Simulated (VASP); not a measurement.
# MgO2 (R-3m) in VASP: a series of runs

MgO2 is run at these levels: PBEsol; tasks: single point, relaxation of cell and atoms.

Everything below comes from runs of VASP 6.6.1. Logs are shortened: lines on timing, memory, paths and dates and some standing lists are left out, and cuts for length are marked.

## (1) The cell of the first run

Symmetry: R-3m, No. 166, trigonal system. Conventional cell: a = 3.210 Å, b = 3.210 Å, c = 10.482 Å, α = 90.00°, β = 90.00°, γ = 120.00°. Within 2.8 Å of Mg (site symmetry -3m) lie 6 O at 2.11 Å. O (site symmetry 3m) has 1 O at 1.49 Å within 2.0 Å.

## (2) Single point, PBEsol

File INCAR:

```
SYSTEM = MgO2
  PREC = Accurate
  ENCUT = 840
  EDIFF = 1E-6
  ISMEAR = 0
  SIGMA = 0.02
  LREAL = .FALSE.
  LASPH = .TRUE.
  NELM = 120
  ALGO = Normal
  ISIF = 2
  LWAVE = .FALSE.
  LCHARG = .TRUE.
  GGA = PS
  LELF = .TRUE.
  LVHAR = .TRUE.
  NBANDS = 18
  GGA_COMPAT = .FALSE.
```

File KPOINTS:

```
regular mesh
0
G
  12 12 12
  0 0 0
```

File POSCAR:

```
MgO2
1.0
    1.6047610160      0.9265092046      3.4939788749
   -1.6047610160      0.9265092046      3.4939788749
    0.0000000000     -1.8530184092      3.4939788749
Mg O
1 2
Direct
    0.0000000000      0.0000000000      0.0000000000
    0.4287860000      0.4287860000      0.4287860000
    0.5712140000      0.5712140000      0.5712140000
```

Potentials or basis: VASP PAW PBE potentials, release 64 (Mg_sv, O).

The run is started by

```
$ cat potpaw_PBE.64/Mg_sv/POTCAR potpaw_PBE.64/O/POTCAR > POTCAR
$ mpirun -np 1 vasp_std > vasp.out
```

OUTCAR:

```text
SYSTEM = MgO2
   PREC = Accurate
   ENCUT = 840
   EDIFF = 1E-6
   ISMEAR = 0
   LREAL = .FALSE.
   LASPH = .TRUE.
   NELM = 120
   ISIF = 2
   GGA = PS

 ion  position               nearest neighbor table
   1  0.000  0.000  0.000-   3 2.11   3 2.11   2 2.11   2 2.11   3 2.11   2 2.11
   2  0.429  0.429  0.429-   3 1.49   1 2.11   1 2.11   1 2.11
   3  0.571  0.571  0.571-   2 1.49   1 2.11   1 2.11   1 2.11

  LATTYP: Found a trigonal (rhomboedric) cell.
 ALAT       =     3.9549419216
 COS(alpha) =     0.6707160928

  Lattice vectors:

 A1 = (   1.6047610160,   0.9265092046,   3.4939788749)
 A2 = (  -1.6047610160,   0.9265092046,   3.4939788749)
 A3 = (   0.0000000000,  -1.8530184092,   3.4939788749)

Analysis of symmetry for initial positions (statically):
=====================================================================
 Subroutine PRICEL returns:
 Original cell was already a primitive cell.

 Routine SETGRP: Setting up the symmetry group for a
 trigonal (rhombohedral) supercell.

 Subroutine GETGRP returns: Found 12 space group operations
 (whereof 12 operations were pure point group operations)
 out of a pool of 12 trial point group operations.

The static configuration has the point symmetry D_3d.

Analysis of symmetry for dynamics (positions and initial velocities):
=====================================================================
 Subroutine PRICEL returns:
 Original cell was already a primitive cell.

 Routine SETGRP: Setting up the symmetry group for a
 trigonal (rhombohedral) supercell.

 Subroutine GETGRP returns: Found 12 space group operations
 (whereof 12 operations were pure point group operations)
 out of a pool of 12 trial point group operations.

The dynamic configuration has the point symmetry D_3d.

 Subroutine INISYM returns: Found 12 space group operations
 (whereof 12 operations are pure point group operations),
 and found     1 'primitive' translations

----------------------------------------------------------------------------------------

                                     Primitive cell

  volume of cell :      31.1696

  direct lattice vectors                    reciprocal lattice vectors
     1.604761016  0.926509205  3.493978875     0.311572873  0.179886682  0.095402218
    -1.604761016  0.926509205  3.493978875    -0.311572873  0.179886682  0.095402218
     0.000000000 -1.853018409  3.493978875     0.000000000 -0.359773364  0.095402218

  length of vectors
     3.954941922  3.954941922  3.954941922     0.372207545  0.372207545  0.372207545

[... 84 lines left out ...]
   EDIFFG = 0.1E-04   stopping-criterion for IOM
   NSW    =      0    number of steps for IOM
   IBRION =     -1    ionic relax: 0-MD 1-quasi-New 2-CG
   NFREE  =      0    steps in history (QN), initial steepest desc. (CG)
   ISIF   =      2    stress and relaxation
   ISYM   =      2    0-nonsym 1-usesym 2-fastsym
   POTIM  = 0.5000    time-step for ionic-motion
   TEBEG  =    0.0;   TEEND  =   0.0 temperature during run
   PSTRESS=    0.0 pullay stress
   NELECT =      22.0000    total number of electrons
   NUPDOWN=      -1.0000    fix difference up-down
   EMIN   =  10.00;   EMAX   =-10.00  energy-range for DOS
   EFERMI =   0.00;   METHOD = LEGACY
   ISMEAR =     0;   SIGMA  =   0.02  broadening in eV -4-tet -1-fermi 0-gaus
   EFERMI_NEDOS =   21; number of points for ismear=-14 and -15
   IALGO  =     38    algorithm
   IMIX   =      4    mixing-type and parameters
     AMIX     =   0.40;   BMIX     =  1.00
     AMIX_MAG =   1.60;   BMIX_MAG =  1.00
  volume/ion in A,a.u.               =      10.39        70.11
  Fermi-wavevector in a.u.,A,eV,Ry     =   1.457601  2.754466 28.906928  2.124599
  Thomas-Fermi vector in A             =   2.574383
   LORBIT       =      0    0 simple, 1 ext, 2 COOP (PROOUT), +10 PAW based schemes
   GGA     = PS    functional components
   LHFCALC =     F    Hartree Fock is set to
   AEXX    =    0.0000 exact exchange contribution
   IVDW    =     0    specifies the selected vdW correction
   LEPSILON=     F    determine dielectric tensor
   LRPA    =     F    only Hartree local field effects (RPA)
 non-spin polarized calculation
 Gauss-broadening in eV      SIGMA  =   0.02
  energy-cutoff  :      840.00
  volume of cell :       31.17
 maximum number of plane-waves:      1744
 NGX is ok and might be reduce to    40
   NGX = 19   NGY = 19   NGZ = 19

 number of electron      21.9999995 magnetization

 Free energy of the ion-electron system (eV)
  ---------------------------------------------------
  ext. energy  EPLUGINS =         0.00000000
  ---------------------------------------------------
  free energy    TOTEN  =       -17.18400223 eV

  energy without entropy =      -17.18400223  energy(sigma->0) =      -17.18400223

 E-fermi :   2.5135     XC(G=0): -10.6183

 val. band max:        2.4290636702   @ k =   0.5000   0.5000   0.5000
 cond. band min:       4.6362859914   @ k =   0.5000   0.5000   0.5000
 fundamental gap:      2.2072223212
 Fermi energy:         2.5134781390

 k-point     1 :       0.0000    0.0000    0.0000
  band No.  band energies     occupation
      1     -70.6598      2.00000
      2     -37.6280      2.00000
      3     -37.5991      2.00000
      4     -37.5991      2.00000
      5     -18.8232      2.00000
      6     -12.0353      2.00000
[... 481 lines left out ...]
      5     -18.2698      2.00000
      6     -12.3970      2.00000
[... 10 lines left out ...]
     17      16.8567      0.00000
     18      19.5331      0.00000

 [... further k-points ...]

------------------------ aborting loop because EDIFF is reached ----------------------------------------

  FORCE on cell =-STRESS in cart. coord.  units (eV):
  Direction    XX          YY          ZZ          XY          YZ          ZX
  --------------------------------------------------------------------------------------
  -------------------------------------------------------------------------------------
  Total       -0.7307059     -0.7307059     -1.1602843      0.0000000      0.0000000      0.0000000
  in kB      -37.5596519    -37.5596519    -59.6407885      0.0000000      0.0000000      0.0000000
  external PRESSURE =     -44.9200308 kB  Pullay stress =       0.0000000 kB

 VOLUME and BASIS-vectors are now :
 -----------------------------------------------------------------------------
  energy-cutoff  :      840.00
  volume of cell :       31.17
      direct lattice vectors                 reciprocal lattice vectors
     1.604761016  0.926509205  3.493978875     0.311572873  0.179886682  0.095402218
    -1.604761016  0.926509205  3.493978875    -0.311572873  0.179886682  0.095402218
     0.000000000 -1.853018409  3.493978875     0.000000000 -0.359773364  0.095402218

 POSITION                                       TOTAL-FORCE (eV/Angst)
 -----------------------------------------------------------------------------------
      0.00000      0.00000      0.00000         0.000000     -0.000000     -0.000000
      0.00000      0.00000      4.49451        -0.000000      0.000000      0.185875
      0.00000      0.00000      5.98743        -0.000000      0.000000     -0.185875
 -----------------------------------------------------------------------------------
    total drift:                               -0.000000     -0.000000      0.000000

  FREE ENERGIE OF THE ION-ELECTRON SYSTEM (eV)
  ---------------------------------------------------
  free  energy   TOTEN  =       -17.1840022320 eV

  energy  without entropy=      -17.1840022320  energy(sigma->0) =      -17.18400223
```

OSZICAR:

```text
N       E                     dE             d eps       ncg     rms          rms(c)
DAV:   1     0.226513855443E+03    0.22651E+03   -0.18095E+04  6812   0.191E+03
DAV:   2    -0.817226389244E+01   -0.23469E+03   -0.22828E+03  8130   0.454E+02
DAV:   3    -0.182899750821E+02   -0.10118E+02   -0.10062E+02  9264   0.914E+01
DAV:   4    -0.184771513392E+02   -0.18718E+00   -0.18702E+00  8242   0.117E+01
DAV:   5    -0.184810863759E+02   -0.39350E-02   -0.39349E-02  8112   0.133E+00    0.932E+00
DAV:   6    -0.173236343395E+02    0.11575E+01   -0.22721E+00  7316   0.105E+01    0.421E+00
DAV:   7    -0.171949844248E+02    0.12865E+00   -0.24099E-01  8776   0.392E+00    0.178E+00
DAV:   8    -0.171833250299E+02    0.11659E-01   -0.50969E-02  7082   0.202E+00    0.241E-01
DAV:   9    -0.171839186407E+02   -0.59361E-03   -0.74104E-03  8720   0.594E-01    0.112E-01
DAV:  10    -0.171839533969E+02   -0.34756E-04   -0.80578E-04  7224   0.220E-01    0.335E-02
DAV:  11    -0.171839991515E+02   -0.45755E-04   -0.76798E-05  7242   0.669E-02    0.788E-03
DAV:  12    -0.171840018015E+02   -0.26499E-05   -0.43053E-06  8940   0.156E-02    0.225E-03
DAV:  13    -0.171840022320E+02   -0.43053E-06   -0.45799E-07  5686   0.542E-03
   1 F= -.17184002E+02 E0= -.17184002E+02  d E =-.256809E-12
```

It took 3.1 min on 1 thread of Intel Xeon Platinum 8375C at 2.90GHz (Ice Lake), shared host; peak memory 0.37 GiB.

What came out:

```
Free energy            : -17.1840 eV
Pressure               : -4.5 GPa
Largest force          : 0.186 eV/Å
Band gap on the k mesh : 2.21 eV
```

Forces in eV/Å, atoms in the order of the input:
```
Mg   0.000  0.000  0.000
O    0.000  0.000  0.186
O    0.000  0.000 -0.186
```

Stress tensor (GPa, compression positive):
```
-3.76  0.00  0.00
 0.00 -3.76  0.00
 0.00  0.00 -5.96
```

Levels at points of the mesh, in eV from the valence-band top:
```
           k point  band 8  band 9  band 10  band 11  band 12  band 13  band 14  band 15
(0.00, 0.00, 0.00)   -3.32   -3.32    -0.81    -0.81     4.48     4.77    11.98    13.81
(0.50, 0.00, 0.00)   -6.06   -3.66    -1.27    -1.13     4.10     8.50    10.13    12.44
(0.50, 0.50, 0.00)   -5.38   -4.34    -2.17    -0.13     3.45     7.70    10.90    12.25
(0.50, 0.50, 0.50)   -3.85   -3.85     0.00     0.00     2.21     4.87     9.30    14.06
```

Caveat: the cell stands under tension; the PAW data sets were made with another functional, which shifts forces and pressure a little. A k mesh can miss the band edges.

## (3) Relaxation of cell and atoms, PBEsol

File INCAR:

```
  PREC = Accurate
  ENCUT = 840
  EDIFF = 1E-7
  ISMEAR = 0
  SIGMA = 0.02
  LREAL = False
  LASPH = True
  NELM = 120
  ALGO = Normal
  ISIF = 3
  LWAVE = False
  LCHARG = False
  GGA = PS
  IBRION = 2
  NSW = 100
  EDIFFG = -0.005
  GGA_COMPAT = False
  NELMIN = 4
```

File KPOINTS:

```
regular mesh
0
Gamma
  12 12 12
```

POSCAR is that of step 2.

Potentials or basis: VASP PAW PBE potentials, release 64 (Mg_sv, O).

The run is started by

```
$ cat potpaw_PBE.64/Mg_sv/POTCAR potpaw_PBE.64/O/POTCAR > POTCAR
$ mpirun -np 1 vasp_std > vasp.out
```

Run time: 14 min. Hardware: 1 thread of AMD EPYC 9R45 (Zen 5), shared host; peak memory 0.34 GiB.

It converged, with:

```
Free energy                           : -17.1991 eV
Relaxed volume                        : 10.04 Å³/atom
Relaxed cell                          : a = 3.915 Å, b = 3.915 Å, c = 3.915 Å, α = 47.76°, β = 47.76°, γ = 47.76°
Space group after relaxing (to 0.1 Å) : R-3m (No. 166)
Energy gained by relaxing             : 5.0 meV/atom
Ionic steps                           : 10
Pressure after relaxing               : 0.0 GPa
Largest force after relaxing          : 0.004 eV/Å
Band gap on the k mesh                : 2.40 eV
```

Forces on the atoms (eV/Å):
```
Mg   0.000  0.000  0.000
O    0.000  0.000  0.004
O    0.000  0.000 -0.004
```

The path:
```tsv
step	energy change (eV)	largest force (eV/Å)	pressure (GPa)	volume (Å³)
1	0.0000	0.1860	-4.49	31.17
2	-0.0032	0.7292	2.29	29.87
3	-0.0118	0.2759	-0.98	30.46
4	-0.0124	0.2981	0.89	29.86
5	-0.0149	0.0306	-0.03	30.14
6	-0.0150	0.0106	0.04	30.12
7	-0.0151	0.0067	0.09	30.10
8	-0.0151	0.0086	0.08	30.10
9	-0.0151	0.0249	-0.06	30.12
10	-0.0151	0.0040	0.04	30.11
```

Final structure:
```xyz
3
Lattice="1.5847 0.9149 3.4609 -1.5847 0.9149 3.4609 0.0000 -1.8299 3.4609" Properties=species:S:1:pos:R:3 pbc="T T T"
Mg    0.0000    0.0000    0.0000
O     0.0000    0.0000    4.4535
O     0.0000    0.0000    5.9292
```

Levels at points of the mesh, in eV from the valence-band top:
```tsv
k point	band 8	band 9	band 10	band 11	band 12	band 13	band 14	band 15
(0.00, 0.00, 0.00)	-3.46	-3.46	-0.86	-0.86	4.62	4.96	12.25	14.03
(0.50, 0.00, 0.00)	-6.31	-3.83	-1.31	-1.19	4.27	8.63	10.43	12.66
(0.50, 0.50, 0.00)	-5.62	-4.51	-2.25	-0.15	3.62	7.76	11.13	12.58
(0.50, 0.50, 0.50)	-4.01	-4.01	0.00	0.00	2.40	4.89	9.62	14.31
```

Caveat: the PAW data sets were made with another functional, which shifts forces and pressure a little. A k mesh can miss the band edges.
